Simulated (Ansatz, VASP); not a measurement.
**PtSeS4: VASP beside Ansatz**

```xyz
12
Lattice="3.5789 0.0000 0.0000 0.0000 6.1989 0.0000 0.0000 0.0000 12.9970" Properties=species:S:1:pos:R:3 pbc="T T T"
Pt    0.0000    0.0000    6.4985
Pt    1.7895    3.0995    6.4985
Se    0.0000    0.0000    0.0000
Se    1.7895    3.0995    0.0000
S     1.7895    1.0332    7.7245
S     0.0000    4.1326    7.7245
S     1.7895    1.0332    1.4634
S     0.0000    4.1326    1.4634
S     0.0000    2.0663   11.5336
S     1.7895    5.1658   11.5336
S     0.0000    2.0663    5.2724
S     1.7895    5.1658    5.2724
```

Alike in both runs: task single point; functional PBE; k mesh 4 × 2 × 1; occupations gaussian, width 0.1 eV; no spin polarisation.

|  | VASP | Ansatz |
| --- | --- | --- |
| version | VASP 6.6.1 | Ansatz 0.2.0 |
| potentials or method | VASP PAW PBE potentials, release 64 (Pt, Se, S), cutoff 520 eV | scalar-relativistic, plane waves, PAW |
| valence electrons in the cell | 80 | 116 |

Ansatz gave:

| Quantity | Value |
| --- | --- |
| gap on the k mesh at the Fermi level (eV) | 0.89 |
| least direct gap on the mesh (eV) | 1.43 |
| pressure (GPa) | 0.1 |
| traceless stress, the component that is largest in VASP (GPa) | 0.36 |
| rms of the force components (eV/Å) | 0.037 |

What did VASP give for the same quantities?

gap on the k mesh at the Fermi level (eV): 0.90; least direct gap on the mesh (eV): 1.44; pressure (GPa): -0.2; traceless stress, the component that is largest in VASP (GPa): 0.36; rms of the force components (eV/Å): 0.034.

Atom by atom the forces differ by 0.014 eV/Å (rms over components). With one functional, cell and mesh, what is left measures potentials, basis and numerics. VASP's potentials hold 80 valence electrons a cell and Ansatz's 116, so a difference there can come from the potentials and not from the codes.

The k mesh is coarse, so the values compare programs but aren't converged. Spin-orbit coupling is off throughout.
